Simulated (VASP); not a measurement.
# BaRe (Pm-3m) in VASP: a series of runs, part 2 of 3

VASP 6.6.1. Earlier steps stand in the parts before.

## 5. Single point, PBE (28.39 Å³/atom)

This run uses another cell than the first one, of 28.39 Å³/atom.

INCAR reads:

```
SYSTEM = BaRe
PREC = Accurate ; ENCUT = 560
EDIFF = 1E-6 ; ISMEAR = 0
SIGMA = 0.05 ; LREAL = .FALSE.
LASPH = .TRUE. ; NELM = 120
ALGO = Normal ; ISIF = 2
LWAVE = .FALSE. ; LCHARG = .FALSE.
GGA = PE ; NBANDS = 20
GGA_COMPAT = .FALSE.
```

KPOINTS reads:

```
regular mesh
0
G
  8 8 8
  0 0 0
```

POSCAR reads:

```
BaRe
1.0
    3.8435337789      0.0000000000      0.0000000000
    0.0000000000      3.8435337789      0.0000000000
    0.0000000000      0.0000000000      3.8435337789
Ba Re
1 1
Direct
    0.0000000000      0.0000000000      0.0000000000
    0.5000000000      0.5000000000      0.5000000000
```

Potentials or basis: VASP PAW PBE potentials, release 64 (Ba_sv, Re_sv_GW).

Started as:

```sh
cat potpaw_PBE.64/Ba_sv/POTCAR potpaw_PBE.64/Re_sv_GW/POTCAR > POTCAR
mpirun -np 1 vasp_std > vasp.out
```

OUTCAR:

```text
SYSTEM = BaRe
   PREC = Accurate
   ENCUT = 560
   EDIFF = 1E-6
   ISMEAR = 0
   LREAL = .FALSE.
   LASPH = .TRUE.
   NELM = 120
   ISIF = 2
   GGA = PE

 ion  position               nearest neighbor table
   1  0.000  0.000  0.000-   2 3.33   2 3.33   2 3.33   2 3.33   2 3.33   2 3.33   2 3.33   2 3.33

   2  0.500  0.500  0.500-   1 3.33   1 3.33   1 3.33   1 3.33   1 3.33   1 3.33   1 3.33   1 3.33

  LATTYP: Found a simple cubic cell.
 ALAT       =     3.8435337789

  Lattice vectors:

 A1 = (   3.8435337789,   0.0000000000,   0.0000000000)
 A2 = (   0.0000000000,   3.8435337789,   0.0000000000)
 A3 = (   0.0000000000,   0.0000000000,   3.8435337789)

Analysis of symmetry for initial positions (statically):
=====================================================================
 Subroutine PRICEL returns:
 Original cell was already a primitive cell.

 Routine SETGRP: Setting up the symmetry group for a
 simple cubic supercell.

 Subroutine GETGRP returns: Found 48 space group operations
 (whereof 48 operations were pure point group operations)
 out of a pool of 48 trial point group operations.

The static configuration has the point symmetry O_h .

Analysis of symmetry for dynamics (positions and initial velocities):
=====================================================================
 Subroutine PRICEL returns:
 Original cell was already a primitive cell.

 Routine SETGRP: Setting up the symmetry group for a
 simple cubic supercell.

 Subroutine GETGRP returns: Found 48 space group operations
 (whereof 48 operations were pure point group operations)
 out of a pool of 48 trial point group operations.

The dynamic configuration has the point symmetry O_h .

 Subroutine INISYM returns: Found 48 space group operations
 (whereof 48 operations are pure point group operations),
 and found     1 'primitive' translations

----------------------------------------------------------------------------------------

                                     Primitive cell

  volume of cell :      56.7796

  direct lattice vectors                    reciprocal lattice vectors
     3.843533779  0.000000000  0.000000000     0.260177237  0.000000000  0.000000000
     0.000000000  3.843533779  0.000000000     0.000000000  0.260177237  0.000000000
     0.000000000  0.000000000  3.843533779     0.000000000  0.000000000  0.260177237

  length of vectors
     3.843533779  3.843533779  3.843533779     0.260177237  0.260177237  0.260177237

  position of ions in fractional coordinates (direct lattice)
     0.000000000  0.000000000  0.000000000
     0.500000000  0.500000000  0.500000000

  ion indices of the primitive-cell ions
   primitive index   ion index
                 1           1
                 2           2

----------------------------------------------------------------------------------------

 KPOINTS: regular mesh

Automatic generation of k-mesh.
 Grid dimensions read from file:
 generate k-points for:    8    8    8

 Generating k-lattice:

  Cartesian coordinates                     Fractional coordinates (reciprocal lattice)
     0.032522155  0.000000000  0.000000000     0.125000000  0.000000000  0.000000000
     0.000000000  0.032522155  0.000000000     0.000000000  0.125000000  0.000000000
     0.000000000  0.000000000  0.032522155     0.000000000  0.000000000  0.125000000

  Length of vectors
     0.032522155  0.032522155  0.032522155

  Shift w.r.t. Gamma in fractional coordinates (k-lattice)
     0.000000000  0.000000000  0.000000000

 Subroutine IBZKPT returns following result:
 ===========================================

 Found     35 irreducible k-points:

 Following reciprocal coordinates:
            Coordinates               Weight
  0.000000  0.000000  0.000000      1.000000
  0.125000  0.000000  0.000000      6.000000
  0.250000  0.000000  0.000000      6.000000
  0.375000  0.000000  0.000000      6.000000
  0.500000  0.000000  0.000000      3.000000
  0.125000  0.125000  0.000000     12.000000
[... 16 lines left out ...]
  0.375000  0.375000  0.125000     24.000000
  0.500000  0.375000  0.125000     24.000000
 [... further k-points ...]
   k-points           NKPTS =     35   k-points in BZ     NKDIM =     35   number of bands    NBANDS=     20
   number of dos      NEDOS =    301   number of ions     NIONS =      2
   total plane-waves  NPLWV =  27000
   dimension x,y,z NGX =    30 NGY =   30 NGZ =   30
   dimension x,y,z NGXF=    60 NGYF=   60 NGZF=   60
   ions per type =               1   1
   NGX,Y,Z   is equivalent  to a cutoff of  12.98, 12.98, 12.98 a.u.
   NGXF,Y,Z  is equivalent  to a cutoff of  25.95, 25.95, 25.95 a.u.
 SYSTEM =  BaRe
   PREC   = accura    normal or accurate (medium, high low for compatibility)
   ISTART =      0    job   : 0-new  1-cont  2-samecut
   ICHARG =      2    charge: 1-file 2-atom 10-const
   ISPIN  =      1    spin polarized calculation?
   LNONCOLLINEAR =      F non collinear calculations
   LSORBIT =      F    spin-orbit coupling
   LASPH  =      T    aspherical Exc in radial PAW
   ENCUT  =  560.0 eV  41.16 Ry    6.42 a.u.   7.42  7.42  7.42*2*pi/ulx,y,z
   NELM   =    120;   NELMIN=  2; NELMDL= -5     # of ELM steps
   EDIFF  = 0.1E-05   stopping-criterion for ELM
   LREAL  =      F    real-space projection
   EDIFFG = 0.1E-04   stopping-criterion for IOM
   NSW    =      0    number of steps for IOM
   IBRION =     -1    ionic relax: 0-MD 1-quasi-New 2-CG
   NFREE  =      0    steps in history (QN), initial steepest desc. (CG)
   ISIF   =      2    stress and relaxation
   ISYM   =      2    0-nonsym 1-usesym 2-fastsym
   POTIM  = 0.5000    time-step for ionic-motion
   TEBEG  =    0.0;   TEEND  =   0.0 temperature during run
   PSTRESS=    0.0 pullay stress
   NELECT =      25.0000    total number of electrons
   NUPDOWN=      -1.0000    fix difference up-down
   EMIN   =  10.00;   EMAX   =-10.00  energy-range for DOS
   EFERMI =   0.00;   METHOD = LEGACY
   ISMEAR =     0;   SIGMA  =   0.05  broadening in eV -4-tet -1-fermi 0-gaus
   EFERMI_NEDOS =   21; number of points for ismear=-14 and -15
   IALGO  =     38    algorithm
   IMIX   =      4    mixing-type and parameters
     AMIX     =   0.40;   BMIX     =  1.00
     AMIX_MAG =   1.60;   BMIX_MAG =  1.00
  volume/ion in A,a.u.               =      28.39       191.58
  Fermi-wavevector in a.u.,A,eV,Ry     =   1.245444  2.353547 21.104408  1.551130
  Thomas-Fermi vector in A             =   2.379666
   LORBIT       =      0    0 simple, 1 ext, 2 COOP (PROOUT), +10 PAW based schemes
   GGA     = PE    functional components
   LHFCALC =     F    Hartree Fock is set to
   AEXX    =    0.0000 exact exchange contribution
   IVDW    =     0    specifies the selected vdW correction
   LEPSILON=     F    determine dielectric tensor
   LRPA    =     F    only Hartree local field effects (RPA)
 non-spin polarized calculation
 Gauss-broadening in eV      SIGMA  =   0.05
  energy-cutoff  :      560.00
  volume of cell :       56.78
 maximum number of plane-waves:      1743
 NGX is ok and might be reduce to    30
   NGX = 15   NGY = 15   NGZ = 15

 number of electron      24.9999995 magnetization

 Free energy of the ion-electron system (eV)
  ---------------------------------------------------
  ext. energy  EPLUGINS =         0.00000000
  ---------------------------------------------------
  free energy    TOTEN  =       -11.72608550 eV

  energy without entropy =      -11.71873739  energy(sigma->0) =      -11.72241144

 E-fermi :   4.6112     XC(G=0): -10.4568

 val. band max:        4.5978653294   @ k =   0.5000   0.2500   0.2500
 cond. band min:       4.6268435978   @ k =   0.2500   0.1250   0.0000
 fundamental gap:      0.0289782684
 Fermi energy:         4.6112069654

 k-point     1 :       0.0000    0.0000    0.0000
  band No.  band energies     occupation
      1     -74.6554      2.00000
      2     -36.4778      2.00000
      3     -36.4778      2.00000
      4     -36.4778      2.00000
      5     -22.0444      2.00000
      6      -6.9393      2.00000
[... 12 lines left out ...]
     19      12.1989      0.00000
     20      12.6706      0.00000
[... 507 lines left out ...]
 k-point    24 :       0.5000    0.3750    0.1250
  band No.  band energies     occupation
      1     -74.6546      2.00000
      2     -36.4910      2.00000
      3     -36.4886      2.00000
      4     -36.4773      2.00000
      5     -21.8575      2.00000
      6      -7.8481      2.00000
[... 12 lines left out ...]
     19      11.9872      0.00000
     20      13.2005      0.00000

 [... further k-points ...]

------------------------ aborting loop because EDIFF is reached ----------------------------------------

  FORCE on cell =-STRESS in cart. coord.  units (eV):
  Direction    XX          YY          ZZ          XY          YZ          ZX
  --------------------------------------------------------------------------------------
  -------------------------------------------------------------------------------------
  Total       -1.0276828     -1.0276828     -1.0276828      0.0000000     -0.0000000      0.0000000
  in kB      -28.9986367    -28.9986367    -28.9986367      0.0000000     -0.0000000      0.0000000
  external PRESSURE =     -28.9986367 kB  Pullay stress =       0.0000000 kB

 VOLUME and BASIS-vectors are now :
 -----------------------------------------------------------------------------
  energy-cutoff  :      560.00
  volume of cell :       56.78
      direct lattice vectors                 reciprocal lattice vectors
     3.843533779  0.000000000  0.000000000     0.260177237  0.000000000  0.000000000
     0.000000000  3.843533779  0.000000000     0.000000000  0.260177237  0.000000000
     0.000000000  0.000000000  3.843533779     0.000000000  0.000000000  0.260177237

 POSITION                                       TOTAL-FORCE (eV/Angst)
 -----------------------------------------------------------------------------------
      0.00000      0.00000      0.00000         0.000000      0.000000      0.000000
      1.92177      1.92177      1.92177         0.000000      0.000000      0.000000
 -----------------------------------------------------------------------------------
    total drift:                                0.000000      0.000000      0.000000

  FREE ENERGIE OF THE ION-ELECTRON SYSTEM (eV)
  ---------------------------------------------------
  free  energy   TOTEN  =       -11.7260855014 eV

  energy  without entropy=      -11.7187373879  energy(sigma->0) =      -11.72241144
```

Run time: 33 s. Hardware: 1 thread of Intel Xeon Platinum 8488C (Sapphire Rapids), shared host; peak memory 0.2 GiB.

Results:

```yaml
Free_energy: -11.7261 eV
Pressure: -2.9 GPa
Band_gap_on_the_k_mesh: zero (an odd number of electrons rules out a gap without spin polarisation)
```

Levels at points of the mesh, in eV from the Fermi level:
```
           k point  band 9  band 10  band 11  band 12  band 13  band 14  band 15  band 16
(0.00, 0.00, 0.00)   -4.26    -2.10    -2.10     0.04     0.04     0.04     3.97     3.97
(0.50, 0.00, 0.00)   -1.35    -1.26    -0.46     0.11     0.11     0.34     1.18     2.00
(0.50, 0.50, 0.00)   -3.15    -1.57    -0.89    -0.89     0.99     1.04     3.28     3.28
(0.50, 0.50, 0.50)   -0.04    -0.04    -0.04    -0.02    -0.02    -0.02     1.09     1.09
```

Caveat: spin-orbit coupling is left out, which moves the levels of the heavy elements.

(Part 2 of 3 ends here.)

The gap in the log of VASP goes by the Fermi energy; the results here count the filled bands.